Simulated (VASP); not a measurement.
A run of VASP 6.6.1:

Contents of INCAR:

```
PREC = Accurate
ENCUT = 520
EDIFF = 1E-7
ISMEAR = 0
SIGMA = 0.05
LREAL = F
LASPH = T
NELM = 100
ALGO = Normal
ISIF = 2
LWAVE = F
LCHARG = F
GGA = PS
NBANDS = 11
```

The input KPOINTS:

```
regular mesh
0
Gamma
  12 12 12
```

The input POSCAR:

```
Si
1.0
    0.0000000000      2.6716644366      2.8052476584
    2.6716644366      0.0000000000      2.8052476584
    2.6716644366      2.6716644366      0.0000000000
Si
2
Direct
    0.5000000000      0.5000000000      0.5000000000
    0.7500000000      0.7500000000      0.7500000000
```

Potentials or basis: VASP PAW PBE potentials, release 64 (Si).

The run is started by

```sh
$ cat potpaw_PBE.64/Si/POTCAR > POTCAR
$ mpirun -np 1 vasp_std > vasp.out
```

Hardware: 1 thread of Intel Xeon 6975P-C, with other jobs on the host.

Task: How long does it take, and how much memory?

Result: Run time: 42 s on 1 thread of Intel Xeon 6975P-C (shared host), peak memory 0.19 GiB. Counts: scf iterations 12, k points 163.
